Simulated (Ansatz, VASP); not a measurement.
SrCl2: VASP beside Ansatz

```xyz
3
Lattice="0.1961 3.4855 3.4855 3.6816 0.0000 3.6816 3.4855 3.4855 0.1961" Properties=species:S:1:pos:R:3 pbc="T T T"
Sr    0.0000    0.0000    0.0000
Cl    1.8408    1.7428    1.8408
Cl    5.5223    5.2283    5.5223
```

Change from the starting cell: strain +0.1125 x Voigt [0, 0, 0, 0, 1, 0], atoms carried along.

Alike in both runs: task single point; functional PBE; k mesh 6 × 6 × 6; occupations gaussian, width 0.05 eV; no spin polarisation.

|  | VASP | Ansatz |
| --- | --- | --- |
| version | VASP 6.6.1 | Ansatz 0.2.0 |
| potentials or method | VASP PAW PBE potentials, release 64 (Sr_sv, Cl), cutoff 520 eV | scalar-relativistic, plane waves, PAW |
| valence electrons in the cell | 24 | 24 |

Ansatz gave:

* gap on the k mesh at the Fermi level (eV): 5.37
* least direct gap on the mesh (eV): 5.55
* pressure (GPa): 1.7
* traceless stress, the component that is largest in VASP (GPa): -1.73
* rms of the force components (eV/Å): 0.138

**Question.** Estimate VASP's values.

**Answer.** gap on the k mesh at the Fermi level (eV): 5.36; least direct gap on the mesh (eV): 5.55; pressure (GPa): 1.8; traceless stress, the component that is largest in VASP (GPa): -1.79; rms of the force components (eV/Å): 0.143.

Atom by atom the forces differ by 0.005 eV/Å (rms over components). With one functional, cell and mesh, what is left measures potentials, basis and numerics.
